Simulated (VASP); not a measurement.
# AlN (Fm-3m) in VASP: notebook

Aim: see how the results for AlN move with the level of theory and the settings. Levels: r2SCAN+D4, PBE+D3(BJ). Tasks: single point.

Everything below comes from runs of VASP 6.6.1. Logs are shortened: lines on timing, memory, paths and dates and some standing lists are left out, and cuts for length are marked.

## (1) The cell of the first run

Symmetry: Fm-3m, No. 225, cubic system. The conventional cell has a = 3.999 Å, b = 3.999 Å, c = 3.999 Å, α = 90.00°, β = 90.00°, γ = 90.00°. Within 2.6 Å of Al (site symmetry m-3m) lie 6 N at 2.00 Å. N (site symmetry m-3m) has 6 Al at 2.00 Å within 2.6 Å.

## (2) Single point, r2SCAN+D4 (volume scaled by 0.98)

The input, POSCAR:

```
AlN
1.0
    0.0000000000      1.9994638502      1.9994638502
    1.9994638502      0.0000000000      1.9994638502
    1.9994638502      1.9994638502      0.0000000000
Al N
1 1
Direct
    0.0000000000      0.0000000000      0.0000000000
    0.5000000000      0.5000000000      0.5000000000
```

The input, INCAR.step1:

```
SYSTEM = AlN
  PREC = Accurate
  ENCUT = 520
  ISMEAR = 0
  SIGMA = 0.05
  LREAL = .FALSE.
  LASPH = .TRUE.
  NELM = 80
  NBANDS = 11
  GGA = PE
  ALGO = Normal
  EDIFF = 1E-4
  LWAVE = .TRUE.
  LCHARG = .FALSE.
```

The input, INCAR.step2:

```
SYSTEM = AlN
  PREC = Accurate
  ENCUT = 520
  EDIFF = 1E-7
  ISMEAR = 0
  SIGMA = 0.05
  LREAL = .FALSE.
  LASPH = .TRUE.
  NELM = 80
  ALGO = Normal
  ISIF = 2
  LWAVE = .FALSE.
  LCHARG = .TRUE.
  METAGGA = R2SCAN
  LMIXTAU = .TRUE.
  IVDW = 13
  VDW_S6 = 1.0
  VDW_S8 = 0.6018749
  VDW_A1 = 0.51559235
  VDW_A2 = 5.77342911
  LELF = .TRUE.
  LVHAR = .TRUE.
  NBANDS = 11
  ISTART = 1
```

The input, KPOINTS:

```
regular mesh
0
G
  10 10 10
  0 0 0
```

Potentials or basis: VASP PAW PBE potentials, release 64 (Al, N).

Started as:

```
$ cat potpaw_PBE.64/Al/POTCAR potpaw_PBE.64/N/POTCAR > POTCAR
$ cp INCAR.step1 INCAR
$ mpirun -np 1 vasp_std > vasp.out
$ cp INCAR.step2 INCAR
$ mpirun -np 1 vasp_std > vasp.out
```

OUTCAR:

```text
SYSTEM = AlN
   PREC = Accurate
   ENCUT = 520
   EDIFF = 1E-7
   ISMEAR = 0
   LREAL = .FALSE.
   LASPH = .TRUE.
   NELM = 80
   ISIF = 2
   METAGGA = R2SCAN
   IVDW = 13
   ISTART = 1

 ion  position               nearest neighbor table
   1  0.000  0.000  0.000-   2 2.00   2 2.00   2 2.00   2 2.00   2 2.00   2 2.00
   2  0.500  0.500  0.500-   1 2.00   1 2.00   1 2.00   1 2.00   1 2.00   1 2.00

  LATTYP: Found a face centered cubic cell.
 ALAT       =     3.9989277004

  Lattice vectors:

 A1 = (   0.0000000000,   1.9994638502,   1.9994638502)
 A2 = (   1.9994638502,   0.0000000000,   1.9994638502)
 A3 = (   1.9994638502,   1.9994638502,   0.0000000000)

Analysis of symmetry for initial positions (statically):
=====================================================================
 Subroutine PRICEL returns:
 Original cell was already a primitive cell.

 Routine SETGRP: Setting up the symmetry group for a
 face centered cubic supercell.

 Subroutine GETGRP returns: Found 48 space group operations
 (whereof 48 operations were pure point group operations)
 out of a pool of 48 trial point group operations.

The static configuration has the point symmetry O_h .

Analysis of symmetry for dynamics (positions and initial velocities):
=====================================================================
 Subroutine PRICEL returns:
 Original cell was already a primitive cell.

 Routine SETGRP: Setting up the symmetry group for a
 face centered cubic supercell.

 Subroutine GETGRP returns: Found 48 space group operations
 (whereof 48 operations were pure point group operations)
 out of a pool of 48 trial point group operations.

The dynamic configuration has the point symmetry O_h .

 Subroutine INISYM returns: Found 48 space group operations
 (whereof 48 operations are pure point group operations),
 and found     1 'primitive' translations

----------------------------------------------------------------------------------------

                                     Primitive cell

  volume of cell :      15.9871

  direct lattice vectors                    reciprocal lattice vectors
     0.000000000  1.999463850  1.999463850    -0.250067037  0.250067037  0.250067037
     1.999463850  0.000000000  1.999463850     0.250067037 -0.250067037  0.250067037
     1.999463850  1.999463850  0.000000000     0.250067037  0.250067037 -0.250067037

  length of vectors
     2.827668894  2.827668894  2.827668894     0.433128813  0.433128813  0.433128813

  position of ions in fractional coordinates (direct lattice)
     0.000000000  0.000000000  0.000000000
     0.500000000  0.500000000  0.500000000

  ion indices of the primitive-cell ions
   primitive index   ion index
                 1           1
                 2           2

[... 86 lines left out ...]
   ISMEAR =     0;   SIGMA  =   0.05  broadening in eV -4-tet -1-fermi 0-gaus
   EFERMI_NEDOS =   21; number of points for ismear=-14 and -15
   IALGO  =     38    algorithm
   IMIX   =      4    mixing-type and parameters
     AMIX     =   0.40;   BMIX     =  1.00
     AMIX_MAG =   1.60;   BMIX_MAG =  1.00
  volume/ion in A,a.u.               =       7.99        53.94
  Fermi-wavevector in a.u.,A,eV,Ry     =   1.299714  2.456104 22.983745  1.689258
  Thomas-Fermi vector in A             =   2.430960
   LORBIT       =      0    0 simple, 1 ext, 2 COOP (PROOUT), +10 PAW based schemes
   METAGGA = R2SCAN    functional components
   LHFCALC =     F    Hartree Fock is set to
   AEXX    =    0.0000 exact exchange contribution
   IVDW    =    13    specifies the selected vdW correction
   LEPSILON=     F    determine dielectric tensor
   LRPA    =     F    only Hartree local field effects (RPA)
 non-spin polarized calculation
 Gauss-broadening in eV      SIGMA  =   0.05
  energy-cutoff  :      520.00
  volume of cell :       15.99
 maximum number of plane-waves:       444
 NGX is ok and might be reduce to    24
   NGX = 11   NGY = 11   NGZ = 11

 number of electron       7.9999999 magnetization

 Free energy of the ion-electron system (eV)
  ---------------------------------------------------
  ext. energy  EPLUGINS =         0.00000000
  ---------------------------------------------------
  free energy    TOTEN  =       -18.88662871 eV

  energy without entropy =      -18.88662871  energy(sigma->0) =      -18.88662871

 E-fermi :  10.4016     XC(G=0): -13.0438

 val. band max:       10.2056718536   @ k =   0.0000   0.0000   0.0000
 cond. band min:      16.0301635468   @ k =   0.5000   0.5000   0.0000
 fundamental gap:      5.8244916932
 Fermi energy:        10.4015700778

 k-point     1 :       0.0000    0.0000    0.0000
  band No.  band energies     occupation
      1      -8.5045      2.00000
      2      10.2057      2.00000
      3      10.2057      2.00000
      4      10.2057      2.00000
      5      17.2280      0.00000
      6      23.2290      0.00000
      7      23.2290      0.00000
      8      23.2290      0.00000
      9      29.0408      0.00000
     10      29.0408      0.00000
     11      29.1103      0.00000
[... 309 lines left out ...]
 k-point    24 :       0.4000    0.3000    0.0000
  band No.  band energies     occupation
      1      -5.3673      2.00000
      2       4.0416      2.00000
      3       7.2416      2.00000
      4       7.7668      2.00000
      5      17.3338      0.00000
      6      18.1266      0.00000
      7      23.9571      0.00000
      8      27.4531      0.00000
      9      28.3781      0.00000
     10      33.4775      0.00000
     11      37.0691      0.00000

 [... further k-points ...]

------------------------ aborting loop because EDIFF is reached ----------------------------------------

  DFT-D4 for vdW energy calculation

  Edisp (eV):   -0.28391

  FORCE on cell =-STRESS in cart. coord.  units (eV):
  Direction    XX          YY          ZZ          XY          YZ          ZX
  --------------------------------------------------------------------------------------
  -------------------------------------------------------------------------------------
  Total       0.50649     0.50649     0.50649    -0.00000     0.00000    -0.00000
  in kB      50.75909    50.75909    50.75909    -0.00000     0.00000    -0.00000
  external pressure =       50.76 kB  Pullay stress =        0.00 kB

 VOLUME and BASIS-vectors are now :
 -----------------------------------------------------------------------------
  energy-cutoff  :      520.00
  volume of cell :       15.99
      direct lattice vectors                 reciprocal lattice vectors
     0.000000000  1.999463850  1.999463850    -0.250067037  0.250067037  0.250067037
     1.999463850  0.000000000  1.999463850     0.250067037 -0.250067037  0.250067037
     1.999463850  1.999463850  0.000000000     0.250067037  0.250067037 -0.250067037

 POSITION                                       TOTAL-FORCE (eV/Angst)
 -----------------------------------------------------------------------------------
      0.00000      0.00000      0.00000         0.000000      0.000000      0.000000
      1.99946      1.99946      1.99946         0.000000      0.000000      0.000000
 -----------------------------------------------------------------------------------
    total drift:                               -0.000000     -0.000000      0.000000

  FREE ENERGIE OF THE ION-ELECTRON SYSTEM (eV)
  ---------------------------------------------------
  free  energy   TOTEN  =       -19.1705374172 eV

  energy  without entropy=      -19.1705374172  energy(sigma->0) =      -19.17053742
```

OUTCAR.step1:

```text
SYSTEM = AlN
   PREC = Accurate
   ENCUT = 520
   ISMEAR = 0
   LREAL = .FALSE.
   LASPH = .TRUE.
[... 558 lines left out ...]
      0.00000      0.00000      0.00000        -0.000000      0.000000     -0.000000
      1.99946      1.99946      1.99946         0.000000     -0.000000      0.000000
 -----------------------------------------------------------------------------------
    total drift:                               -0.000000     -0.000000      0.000000

  FREE ENERGIE OF THE ION-ELECTRON SYSTEM (eV)
  ---------------------------------------------------
  free  energy   TOTEN  =       -14.5079495017 eV

  energy  without entropy=      -14.5079495017  energy(sigma->0) =      -14.50794950
```

OSZICAR.step1:

```text
N       E                     dE             d eps       ncg     rms          rms(c)
DAV:   1     0.940043334748E+01    0.94004E+01   -0.40083E+03  1058   0.617E+02
DAV:   2    -0.156372633956E+02   -0.25038E+02   -0.24262E+02  1229   0.140E+02
DAV:   3    -0.162812178577E+02   -0.64395E+00   -0.64304E+00  1276   0.205E+01
DAV:   4    -0.162837971327E+02   -0.25793E-02   -0.25791E-02  1163   0.139E+00
DAV:   5    -0.162838204697E+02   -0.23337E-04   -0.23337E-04  1214   0.123E-01    0.773E+00
DAV:   6    -0.145319112826E+02    0.17519E+01   -0.73264E+00  1136   0.146E+01    0.277E+00
DAV:   7    -0.145133821770E+02    0.18529E-01   -0.20026E-01  1162   0.321E+00    0.182E+00
DAV:   8    -0.145082267205E+02    0.51555E-02   -0.15010E-02  1094   0.107E+00    0.341E-01
DAV:   9    -0.145078940627E+02    0.33266E-03   -0.13829E-03  1172   0.226E-01    0.155E-01
DAV:  10    -0.145079495017E+02   -0.55439E-04   -0.12540E-04   611   0.839E-02
   1 F= -.14507950E+02 E0= -.14507950E+02  d E =-.350188E-22
```

It took 27 s on 1 thread of Intel Xeon 6975P-C, shared host; peak memory 0.14 GiB.

Results:

* Free energy: -19.1705 eV
* Pressure: 5.1 GPa
* Band gap on the k mesh: 5.82 eV, indirect (least direct gap 7.02 eV)
* Dispersion energy per atom: -0.142 eV

Levels at points of the mesh, in eV from the valence-band top:
```csv
k point,band 1,band 2,band 3,band 4,band 5,band 6,band 7,band 8
"(0.00, 0.00, 0.00)",-18.71,0.00,0.00,0.00,7.02,13.02,13.02,13.02
"(0.50, 0.00, 0.00)",-15.33,-8.66,-1.22,-1.22,7.13,12.19,12.19,15.16
"(0.50, 0.50, 0.00)",-14.32,-7.78,-2.98,-2.98,5.82,5.92,15.80,19.26
```

Caveat: the PAW data sets were made with another functional, which shifts forces and pressure a little. A k mesh can miss the band edges.

## (3) Single point, r2SCAN+D4 (volume scaled by 1.02)

The input, POSCAR:

```
AlN
1.0
    0.0000000000      2.0263054941      2.0263054941
    2.0263054941      0.0000000000      2.0263054941
    2.0263054941      2.0263054941      0.0000000000
Al N
1 1
Direct
    0.0000000000      0.0000000000      0.0000000000
    0.5000000000      0.5000000000      0.5000000000
```

The input, INCAR.step1:

```
SYSTEM = AlN
ALGO     = Normal         ! electronic algorithm
EDIFF    = 1E-4           ! SCF threshold, eV
ENCUT    = 520            ! plane-wave cutoff, eV
GGA      = PE             ! functional
ISMEAR   = 0              ! smearing method
LASPH    = .TRUE.         ! aspherical terms in the spheres
LCHARG   = .FALSE.        ! write CHGCAR
LREAL    = .FALSE.        ! projectors in reciprocal space
LWAVE    = .TRUE.         ! write WAVECAR
NBANDS   = 11             ! bands
NELM     = 80             ! most SCF steps
PREC     = Accurate       ! precision mode
SIGMA    = 0.05           ! smearing width, eV
```

The input, INCAR.step2:

```
SYSTEM = AlN
ALGO     = Normal         ! electronic algorithm
EDIFF    = 1E-7           ! SCF threshold, eV
ENCUT    = 520            ! plane-wave cutoff, eV
ISIF     = 2              ! what is computed and relaxed
ISMEAR   = 0              ! smearing method
ISTART   = 1            
IVDW     = 13             ! dispersion correction
LASPH    = .TRUE.         ! aspherical terms in the spheres
LCHARG   = .FALSE.        ! write CHGCAR
LMIXTAU  = .TRUE.       
LREAL    = .FALSE.        ! projectors in reciprocal space
LWAVE    = .FALSE.        ! write WAVECAR
METAGGA  = R2SCAN         ! meta-GGA
NBANDS   = 11             ! bands
NELM     = 80             ! most SCF steps
PREC     = Accurate       ! precision mode
SIGMA    = 0.05           ! smearing width, eV
VDW_A1   = 0.51559235   
VDW_A2   = 5.77342911   
VDW_S6   = 1.0          
VDW_S8   = 0.6018749
```

The input, KPOINTS:

```
k-points
0
G
  10 10 10
  0 0 0
```

Potentials or basis: VASP PAW PBE potentials, release 64 (Al, N).

Started as:

```
$ cat potpaw_PBE.64/Al/POTCAR potpaw_PBE.64/N/POTCAR > POTCAR
$ cp INCAR.step1 INCAR
$ mpirun -np 1 vasp_std > vasp.out
$ cp INCAR.step2 INCAR
$ mpirun -np 1 vasp_std > vasp.out
```

OUTCAR:

```text
SYSTEM = AlN
   EDIFF = 1E-7
   ENCUT = 520
   ISIF = 2
   ISMEAR = 0
   ISTART = 1
   IVDW = 13
   LASPH = .TRUE.
   LREAL = .FALSE.
   METAGGA = R2SCAN
   NELM = 80
   PREC = Accurate

 ion  position               nearest neighbor table
   1  0.000  0.000  0.000-   2 2.03   2 2.03   2 2.03   2 2.03   2 2.03   2 2.03
   2  0.500  0.500  0.500-   1 2.03   1 2.03   1 2.03   1 2.03   1 2.03   1 2.03

  LATTYP: Found a face centered cubic cell.
 ALAT       =     4.0526109882

  Lattice vectors:

 A1 = (   0.0000000000,   2.0263054941,   2.0263054941)
 A2 = (   2.0263054941,   0.0000000000,   2.0263054941)
 A3 = (   2.0263054941,   2.0263054941,   0.0000000000)

Analysis of symmetry for initial positions (statically):
=====================================================================
 Subroutine PRICEL returns:
 Original cell was already a primitive cell.

 Routine SETGRP: Setting up the symmetry group for a
 face centered cubic supercell.

 Subroutine GETGRP returns: Found 48 space group operations
 (whereof 48 operations were pure point group operations)
 out of a pool of 48 trial point group operations.

The static configuration has the point symmetry O_h .

Analysis of symmetry for dynamics (positions and initial velocities):
=====================================================================
 Subroutine PRICEL returns:
 Original cell was already a primitive cell.

 Routine SETGRP: Setting up the symmetry group for a
 face centered cubic supercell.

 Subroutine GETGRP returns: Found 48 space group operations
 (whereof 48 operations were pure point group operations)
 out of a pool of 48 trial point group operations.

The dynamic configuration has the point symmetry O_h .

 Subroutine INISYM returns: Found 48 space group operations
 (whereof 48 operations are pure point group operations),
 and found     1 'primitive' translations

----------------------------------------------------------------------------------------

                                     Primitive cell

  volume of cell :      16.6397

  direct lattice vectors                    reciprocal lattice vectors
     0.000000000  2.026305494  2.026305494    -0.246754500  0.246754500  0.246754500
[... 120 lines left out ...]
  volume of cell :       16.64
 maximum number of plane-waves:       464
 NGX is ok and might be reduce to    24
   NGX = 11   NGY = 11   NGZ = 11

 number of electron       7.9999999 magnetization

 Free energy of the ion-electron system (eV)
  ---------------------------------------------------
  ext. energy  EPLUGINS =         0.00000000
  ---------------------------------------------------
  free energy    TOTEN  =       -18.89450260 eV

  energy without entropy =      -18.89450260  energy(sigma->0) =      -18.89450260

 E-fermi :   9.9089     XC(G=0): -12.8440

 val. band max:        9.6851793366   @ k =   0.0000   0.0000   0.0000
 cond. band min:      15.1001534718   @ k =   0.5000   0.5000   0.0000
 fundamental gap:      5.4149741352
 Fermi energy:         9.9088823400

 k-point     1 :       0.0000    0.0000    0.0000
  band No.  band energies     occupation
      1      -8.6524      2.00000
      2       9.6852      2.00000
      3       9.6852      2.00000
      4       9.6852      2.00000
      5      16.0983      0.00000
      6      22.5731      0.00000
      7      22.5731      0.00000
      8      22.5731      0.00000
      9      28.2077      0.00000
     10      28.2077      0.00000
     11      28.3424      0.00000
[... 309 lines left out ...]
 k-point    24 :       0.4000    0.3000    0.0000
  band No.  band energies     occupation
      1      -5.6531      2.00000
      2       3.6946      2.00000
      3       6.8345      2.00000
      4       7.3395      2.00000
      5      16.6251      0.00000
      6      17.3704      0.00000
      7      22.9497      0.00000
      8      26.4129      0.00000
      9      27.2783      0.00000
     10      32.4848      0.00000
     11      35.9014      0.00000

 [... further k-points ...]

------------------------ aborting loop because EDIFF is reached ----------------------------------------

  DFT-D4 for vdW energy calculation

  Edisp (eV):   -0.27387

  FORCE on cell =-STRESS in cart. coord.  units (eV):
  Direction    XX          YY          ZZ          XY          YZ          ZX
  --------------------------------------------------------------------------------------
  -------------------------------------------------------------------------------------
  Total      -0.63951    -0.63951    -0.63951     0.00000    -0.00000    -0.00000
  in kB     -61.57621   -61.57621   -61.57621     0.00000    -0.00000    -0.00000
  external pressure =      -61.58 kB  Pullay stress =        0.00 kB

 VOLUME and BASIS-vectors are now :
 -----------------------------------------------------------------------------
  energy-cutoff  :      520.00
  volume of cell :       16.64
      direct lattice vectors                 reciprocal lattice vectors
     0.000000000  2.026305494  2.026305494    -0.246754500  0.246754500  0.246754500
     2.026305494  0.000000000  2.026305494     0.246754500 -0.246754500  0.246754500
     2.026305494  2.026305494  0.000000000     0.246754500  0.246754500 -0.246754500

 POSITION                                       TOTAL-FORCE (eV/Angst)
 -----------------------------------------------------------------------------------
      0.00000      0.00000      0.00000        -0.000000      0.000000     -0.000000
      2.02631      2.02631      2.02631         0.000000     -0.000000      0.000000
 -----------------------------------------------------------------------------------
    total drift:                               -0.000000     -0.000000      0.000000

  FREE ENERGIE OF THE ION-ELECTRON SYSTEM (eV)
  ---------------------------------------------------
  free  energy   TOTEN  =       -19.1683766027 eV

  energy  without entropy=      -19.1683766027  energy(sigma->0) =      -19.16837660
```

OSZICAR.step1:

```text
N       E                     dE             d eps       ncg     rms          rms(c)
DAV:   1     0.963007022203E+01    0.96301E+01   -0.39911E+03  1066   0.617E+02
DAV:   2    -0.155909984233E+02   -0.25221E+02   -0.24486E+02  1250   0.138E+02
DAV:   3    -0.162795578635E+02   -0.68856E+00   -0.68761E+00  1271   0.211E+01
DAV:   4    -0.162822880007E+02   -0.27301E-02   -0.27300E-02  1157   0.141E+00
DAV:   5    -0.162823122576E+02   -0.24257E-04   -0.24257E-04  1223   0.124E-01    0.757E+00
DAV:   6    -0.145635824038E+02    0.17187E+01   -0.75166E+00  1124   0.145E+01    0.268E+00
DAV:   7    -0.145496476221E+02    0.13935E-01   -0.17522E-01  1169   0.308E+00    0.177E+00
DAV:   8    -0.145440763373E+02    0.55713E-02   -0.15633E-02  1088   0.109E+00    0.332E-01
DAV:   9    -0.145437396298E+02    0.33671E-03   -0.14304E-03  1172   0.225E-01    0.149E-01
DAV:  10    -0.145437983116E+02   -0.58682E-04   -0.12490E-04   629   0.848E-02
   1 F= -.14543798E+02 E0= -.14543798E+02  d E =-.542800E-11
```

It took 28 s on 1 thread of Intel Xeon 6975P-C, shared host; peak memory 0.14 GiB.

What came out:

```yaml
Free_energy: -19.1684 eV
Pressure: -6.2 GPa
Band_gap_on_the_k_mesh: 5.42 eV, indirect (least direct gap 6.41 eV)
Dispersion_energy_per_atom: -0.137 eV
```

Caveat: the PAW data sets were made with another functional, which shifts forces and pressure a little. A k mesh can miss the band edges.

(Continued in part 2 of 2.)
